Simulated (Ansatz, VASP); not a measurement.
LiF: VASP beside Ansatz

```
Li F
1.0
     0.00000    2.01400    1.96365
     2.01400    0.00000    1.96365
     2.01400    2.01400    0.00000
Li F
1 1
Cartesian
  0.0000 0.0000 0.0000
  2.0140 2.0140 1.9636
```

Change from the starting cell: strain +0.000 along x and y, -0.025 along z, atoms carried along.

Alike in both runs: task single point; functional r2SCAN; k mesh 10 × 10 × 10; occupations gaussian, width 0.05 eV; no spin polarisation.

```csv
,VASP,Ansatz
version,VASP 6.6.1,Ansatz 0.2.0
potentials or method,"VASP PAW PBE potentials, release 64 (Li_sv, F), cutoff 520 eV","scalar-relativistic, plane waves, PAW"
valence electrons in the cell,10,10
```

Ansatz gave:

| Property | Result |
| --- | --- |
| gap on the k mesh at the Fermi level (eV) | 10.27 |
| least direct gap on the mesh (eV) | 10.27 |

Q: What did VASP give for the same quantities?

A: gap on the k mesh at the Fermi level (eV): 10.50; least direct gap on the mesh (eV): 10.50.

VASP's potentials were made for PBE, not for r2SCAN.

Noted on VASP's run: the cutoff is short for stress, so the pressure is rough.
